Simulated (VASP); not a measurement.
# WC (P-6m2) in VASP: single point with PBE

Aim: the single point of WC with PBE.

Program: VASP 6.6.1. These are calculated values, not measurements. Logs are shortened: lines on timing, memory, paths and dates and some standing lists are left out, and cuts for length are marked.

## (1) The cell of the first run

The structure is hexagonal, space group P-6m2 (No. 187). The conventional cell has a = 2.922 Å, b = 2.922 Å, c = 2.847 Å, α = 90.00°, β = 90.00°, γ = 120.00°. W (site symmetry -6m2) has 6 C at 2.21 Å and 8 W at 2.85 to 2.92 Å within 3.0 Å. C (site symmetry -6m2) has 6 W at 2.21 Å and 8 C at 2.85 to 2.92 Å within 3.0 Å.

## (2) Single point, PBE

Input file INCAR:

```
SYSTEM = WC
PREC = Accurate ; ENCUT = 1300
EDIFF = 1E-6 ; ISMEAR = 0
SIGMA = 0.1 ; LREAL = Auto
LASPH = .True. ; NELM = 120
ALGO = Normal ; ISIF = 2
LWAVE = .False. ; LCHARG = .False.
GGA = PE ; NBANDS = 86
GGA_COMPAT = .False.
```

Input file KPOINTS:

```
regular mesh
0
Gamma
  1 1 1
  0 0 0
```

Input file POSCAR:

```
WC
1.0
    0.0000000000      0.0000000000      5.6942504921
    2.9217348262     -5.0605931653      0.0000000000
    2.9217348263      5.0605931652      0.0000000000
W C
8 8
Direct
    0.0000000000      0.0000000000      0.0000000000
    0.5000000000      0.0000000000      0.0000000000
    0.0000000000      0.5000000000      0.0000000000
    0.5000000000      0.5000000000      0.0000000000
    0.0000000000      0.0000000000      0.5000000000
    0.5000000000      0.0000000000      0.5000000000
    0.0000000000      0.5000000000      0.5000000000
    0.5000000000      0.5000000000      0.5000000000
    0.2500000000      0.6666666667      0.3333333333
    0.7500000000      0.6666666667      0.3333333333
    0.2500000000      0.1666666667      0.3333333333
    0.7500000000      0.1666666667      0.3333333333
    0.2500000000      0.6666666667      0.8333333333
    0.7500000000      0.6666666667      0.8333333333
    0.2500000000      0.1666666667      0.8333333333
    0.7500000000      0.1666666667      0.8333333333
```

Potentials or basis: VASP PAW PBE potentials, release 64 (W_sv, C_h).

On the command line:

```console
$ cat potpaw_PBE.64/W_sv/POTCAR potpaw_PBE.64/C_h/POTCAR > POTCAR
$ mpirun -np 1 vasp_gam > vasp.out
```

OUTCAR:

```text
SYSTEM = WC
   PREC = Accurate
   ENCUT = 1300
   EDIFF = 1E-6
   ISMEAR = 0
   LREAL = Auto
   LASPH = .True.
   NELM = 120
   ISIF = 2
   GGA = PE

 ion  position               nearest neighbor table
   1  0.000  0.000  0.000-  11 2.21  12 2.21  13 2.21  14 2.21  15 2.21  16 2.21   2 2.85   2 2.85
                             5 2.92   5 2.92   3 2.92   3 2.92   7 2.92   7 2.92
   2  0.500  0.000  0.000-  11 2.21  12 2.21  13 2.21  14 2.21  15 2.21  16 2.21   1 2.85   1 2.85
                             6 2.92   6 2.92   4 2.92   4 2.92   8 2.92   8 2.92
   3  0.000  0.500  0.000-   9 2.21  10 2.21  15 2.21  16 2.21  13 2.21  14 2.21   4 2.85   4 2.85
                             7 2.92   7 2.92   1 2.92   1 2.92   5 2.92   5 2.92
   4  0.500  0.500  0.000-   9 2.21  10 2.21  15 2.21  16 2.21  13 2.21  14 2.21   3 2.85   3 2.85
                             8 2.92   8 2.92   2 2.92   2 2.92   6 2.92   6 2.92
   5  0.000  0.000  0.500-  15 2.21  16 2.21   9 2.21  10 2.21  11 2.21  12 2.21   6 2.85   6 2.85
                             1 2.92   1 2.92   7 2.92   7 2.92   3 2.92   3 2.92
   6  0.500  0.000  0.500-  15 2.21  16 2.21   9 2.21  10 2.21  11 2.21  12 2.21   5 2.85   5 2.85
                             2 2.92   2 2.92   8 2.92   8 2.92   4 2.92   4 2.92
   7  0.000  0.500  0.500-  13 2.21  14 2.21  11 2.21  12 2.21   9 2.21  10 2.21   8 2.85   8 2.85
                             3 2.92   3 2.92   5 2.92   5 2.92   1 2.92   1 2.92
   8  0.500  0.500  0.500-  13 2.21  14 2.21  11 2.21  12 2.21   9 2.21  10 2.21   7 2.85   7 2.85
                             4 2.92   4 2.92   6 2.92   6 2.92   2 2.92   2 2.92
   9  0.250  0.667  0.333-   3 2.21   4 2.21   5 2.21   6 2.21   7 2.21   8 2.21
  10  0.750  0.667  0.333-   3 2.21   4 2.21   5 2.21   6 2.21   7 2.21   8 2.21
  11  0.250  0.167  0.333-   1 2.21   2 2.21   7 2.21   8 2.21   5 2.21   6 2.21
  12  0.750  0.167  0.333-   1 2.21   2 2.21   7 2.21   8 2.21   5 2.21   6 2.21
  13  0.250  0.667  0.833-   7 2.21   8 2.21   1 2.21   2 2.21   3 2.21   4 2.21
  14  0.750  0.667  0.833-   7 2.21   8 2.21   1 2.21   2 2.21   3 2.21   4 2.21
  15  0.250  0.167  0.833-   5 2.21   6 2.21   3 2.21   4 2.21   1 2.21   2 2.21
  16  0.750  0.167  0.833-   5 2.21   6 2.21   3 2.21   4 2.21   1 2.21   2 2.21

  LATTYP: Found a hexagonal cell.
 ALAT       =     5.8434696525
 C/A-ratio  =     0.9744639454

  Lattice vectors:

 A1 = (   2.9217348262,  -5.0605931653,   0.0000000000)
 A2 = (   2.9217348263,   5.0605931652,   0.0000000000)
 A3 = (   0.0000000000,   0.0000000000,   5.6942504921)

Analysis of symmetry for initial positions (statically):
=====================================================================
 Subroutine PRICEL returns following result:

  LATTYP: Found a hexagonal cell.
 ALAT       =     2.9217348262
 C/A-ratio  =     0.9744639454

  Lattice vectors:

 A1 = (   1.4608674131,  -2.5302965827,   0.0000000000)
 A2 = (   1.4608674131,   2.5302965826,   0.0000000000)
 A3 = (   0.0000000000,   0.0000000000,   2.8471252461)

   8 primitive cells build up your supercell.

 Routine SETGRP: Setting up the symmetry group for a
 hexagonal supercell.

 Subroutine GETGRP returns: Found 12 space group operations
 (whereof 12 operations were pure point group operations)
 out of a pool of 24 trial point group operations.

The static configuration has the point symmetry D_3h.

Analysis of symmetry for dynamics (positions and initial velocities):
=====================================================================
 Subroutine PRICEL returns following result:

  LATTYP: Found a hexagonal cell.
 ALAT       =     2.9217348262
 C/A-ratio  =     0.9744639454

  Lattice vectors:

 A1 = (   1.4608674131,  -2.5302965827,   0.0000000000)
 A2 = (   1.4608674131,   2.5302965826,   0.0000000000)
 A3 = (   0.0000000000,   0.0000000000,   2.8471252461)

   8 primitive cells build up your supercell.

 Routine SETGRP: Setting up the symmetry group for a
 hexagonal supercell.

 Subroutine GETGRP returns: Found 12 space group operations
 (whereof 12 operations were pure point group operations)
 out of a pool of 24 trial point group operations.

The dynamic configuration has the point symmetry D_3h.

 Subroutine INISYM returns: Found 12 space group operations
 (whereof 12 operations are pure point group operations),
 and found     8 'primitive' translations

----------------------------------------------------------------------------------------

                                     Primitive cell

  volume of cell :      21.0484

  direct lattice vectors                    reciprocal lattice vectors
     1.460867413 -2.530296583  0.000000000     0.342262409 -0.197605294  0.000000000
     1.460867413  2.530296583  0.000000000     0.342262409  0.197605294  0.000000000
     0.000000000  0.000000000  2.847125246     0.000000000  0.000000000  0.351231475

  length of vectors
     2.921734826  2.921734826  2.847125246     0.395210588  0.395210588  0.351231475

  position of ions in fractional coordinates (direct lattice)
     0.000000000  0.000000000  0.000000000
     0.333333333  0.666666667  0.500000000

  ion indices of the primitive-cell ions
   primitive index   ion index
                 1           1
                 2          15

----------------------------------------------------------------------------------------

 KPOINTS: regular mesh

Automatic generation of k-mesh.
 Grid dimensions read from file:
 generate k-points for:    1    1    1

 Generating k-lattice:

  Cartesian coordinates                     Fractional coordinates (reciprocal lattice)
     0.000000000  0.000000000  0.175615738     1.000000000  0.000000000  0.000000000
     0.171131204 -0.098802647  0.000000000     0.000000000  1.000000000  0.000000000
     0.171131204  0.098802647  0.000000000     0.000000000  0.000000000  1.000000000

  Length of vectors
     0.175615738  0.197605294  0.197605294

  Shift w.r.t. Gamma in fractional coordinates (k-lattice)
     0.000000000  0.000000000  0.000000000

 Subroutine IBZKPT returns following result:
 ===========================================

 Found      1 irreducible k-points:

 Following reciprocal coordinates:
            Coordinates               Weight
  0.000000  0.000000  0.000000      1.000000
   k-points           NKPTS =      1   k-points in BZ     NKDIM =      1   number of bands    NBANDS=     86
   number of dos      NEDOS =    301   number of ions     NIONS =     16
   total plane-waves  NPLWV = 343000
   dimension x,y,z NGX =    70 NGY =   70 NGZ =   70
   dimension x,y,z NGXF=   140 NGYF=  140 NGZF=  140
   ions per type =               8   8
   NGX,Y,Z   is equivalent  to a cutoff of  20.44, 19.91, 19.91 a.u.
   NGXF,Y,Z  is equivalent  to a cutoff of  40.87, 39.83, 39.83 a.u.
 SYSTEM =  WC
   PREC   = accura    normal or accurate (medium, high low for compatibility)
   ISTART =      0    job   : 0-new  1-cont  2-samecut
   ICHARG =      2    charge: 1-file 2-atom 10-const
   ISPIN  =      1    spin polarized calculation?
   LNONCOLLINEAR =      F non collinear calculations
   LSORBIT =      F    spin-orbit coupling
   LASPH  =      T    aspherical Exc in radial PAW
   ENCUT  = 1300.0 eV  95.55 Ry    9.77 a.u.  16.74 17.18 17.18*2*pi/ulx,y,z
   NELM   =    120;   NELMIN=  2; NELMDL= -5     # of ELM steps
   EDIFF  = 0.1E-05   stopping-criterion for ELM
   LREAL  =      T    real-space projection
   EDIFFG = 0.1E-04   stopping-criterion for IOM
   NSW    =      0    number of steps for IOM
   IBRION =     -1    ionic relax: 0-MD 1-quasi-New 2-CG
   NFREE  =      0    steps in history (QN), initial steepest desc. (CG)
   ISIF   =      2    stress and relaxation
   ISYM   =      2    0-nonsym 1-usesym 2-fastsym
   POTIM  = 0.5000    time-step for ionic-motion
   TEBEG  =    0.0;   TEEND  =   0.0 temperature during run
   PSTRESS=    0.0 pullay stress
   NELECT =     144.0000    total number of electrons
   NUPDOWN=      -1.0000    fix difference up-down
   EMIN   =  10.00;   EMAX   =-10.00  energy-range for DOS
   EFERMI =   0.00;   METHOD = LEGACY
   ISMEAR =     0;   SIGMA  =   0.10  broadening in eV -4-tet -1-fermi 0-gaus
   EFERMI_NEDOS =   21; number of points for ismear=-14 and -15
   IALGO  =     38    algorithm
   IMIX   =      4    mixing-type and parameters
     AMIX     =   0.40;   BMIX     =  1.00
     AMIX_MAG =   1.60;   BMIX_MAG =  1.00
  volume/ion in A,a.u.               =      10.52        71.02
  Fermi-wavevector in a.u.,A,eV,Ry     =   1.553911  2.936465 32.853152  2.414639
  Thomas-Fermi vector in A             =   2.658073
   LORBIT       =      0    0 simple, 1 ext, 2 COOP (PROOUT), +10 PAW based schemes
   GGA     = PE    functional components
   LHFCALC =     F    Hartree Fock is set to
   AEXX    =    0.0000 exact exchange contribution
   IVDW    =     0    specifies the selected vdW correction
   LEPSILON=     F    determine dielectric tensor
   LRPA    =     F    only Hartree local field effects (RPA)
 non-spin polarized calculation
 Gauss-broadening in eV      SIGMA  =   0.10
  energy-cutoff  :     1300.00
  volume of cell :      168.39
 maximum number of plane-waves:      8951
 NGX is ok and might be reduce to    70
   NGX = 33   NGY = 35   NGZ = 35

 number of electron     143.9999999 magnetization

 Free energy of the ion-electron system (eV)
  ---------------------------------------------------
  ext. energy  EPLUGINS =         0.00000000
  ---------------------------------------------------
  free energy    TOTEN  =      -173.54899634 eV

  energy without entropy =     -173.39259712  energy(sigma->0) =     -173.47079673

 E-fermi :  11.5424     XC(G=0): -13.7508

 val. band max:       11.4700225201   @ k =   0.0000   0.0000   0.0000
 cond. band min:      11.5496042168   @ k =   0.0000   0.0000   0.0000
 fundamental gap:      0.0795816968
 Fermi energy:        11.5423764256

 k-point     1 :       0.0000    0.0000    0.0000
  band No.  band energies     occupation
      1     -63.1011      2.00000
      2     -63.0625      2.00000
      3     -63.0478      2.00000
      4     -63.0478      2.00000
      5     -63.0478      2.00000
      6     -63.0103      2.00000
[... 76 lines left out ...]
     83      15.5424      0.00000
     84      15.5540      0.00000
 [bands above 84 left out]

------------------------ aborting loop because EDIFF is reached ----------------------------------------

  FORCE on cell =-STRESS in cart. coord.  units (eV):
  Direction    XX          YY          ZZ          XY          YZ          ZX
  --------------------------------------------------------------------------------------
  -------------------------------------------------------------------------------------
  Total        1.4811554      1.4811554    -27.6475425     -0.0000000     -0.0000000     -0.0000000
  in kB       14.0929666     14.0929666   -263.0621293     -0.0000000     -0.0000000     -0.0000000
  external PRESSURE =     -78.2920654 kB  Pullay stress =       0.0000000 kB

 VOLUME and BASIS-vectors are now :
 -----------------------------------------------------------------------------
  energy-cutoff  :     1300.00
  volume of cell :      168.39
      direct lattice vectors                 reciprocal lattice vectors
     0.000000000  0.000000000  5.694250492     0.000000000  0.000000000  0.175615738
     2.921734826 -5.060593165  0.000000000     0.171131204 -0.098802647  0.000000000
     2.921734826  5.060593165  0.000000000     0.171131204  0.098802647  0.000000000

 POSITION                                       TOTAL-FORCE (eV/Angst)
 -----------------------------------------------------------------------------------
      0.00000      0.00000      0.00000         0.000000      0.000000      0.000000
      0.00000      0.00000      2.84713         0.000000     -0.000000      0.000000
      1.46087     -2.53030      0.00000         0.000000      0.000000      0.000000
      1.46087     -2.53030      2.84713         0.000000      0.000000     -0.000000
      1.46087      2.53030      0.00000         0.000000     -0.000000      0.000000
      1.46087      2.53030      2.84713         0.000000     -0.000000     -0.000000
[... 8 lines left out ...]
      2.92173      3.37373      1.42356        -0.000000     -0.000000     -0.000000
      2.92173      3.37373      4.27069        -0.000000      0.000000     -0.000000
 -----------------------------------------------------------------------------------
    total drift:                               -0.000000      0.000001      0.000000

  FREE ENERGIE OF THE ION-ELECTRON SYSTEM (eV)
  ---------------------------------------------------
  free  energy   TOTEN  =      -173.5489963398 eV

  energy  without entropy=     -173.3925971194  energy(sigma->0) =     -173.47079673
```

Wall time 1.9 min (1 thread of Intel Xeon Platinum 8259CL at 2.50GHz (Skylake/Cascade Lake), shared host); peak memory 0.65 GiB.

Results:

- Free energy: -173.5490 eV
- Pressure: -7.8 GPa

Stress tensor (GPa, compression positive):
```
  1.41   0.00   0.00
  0.00   1.41   0.00
  0.00   0.00 -26.31
```

Caveat: the k points lie up to 1.24 Å⁻¹ apart, too coarse for converged energies, forces and pressures; spin-orbit coupling is left out, which moves the levels of the heavy elements.
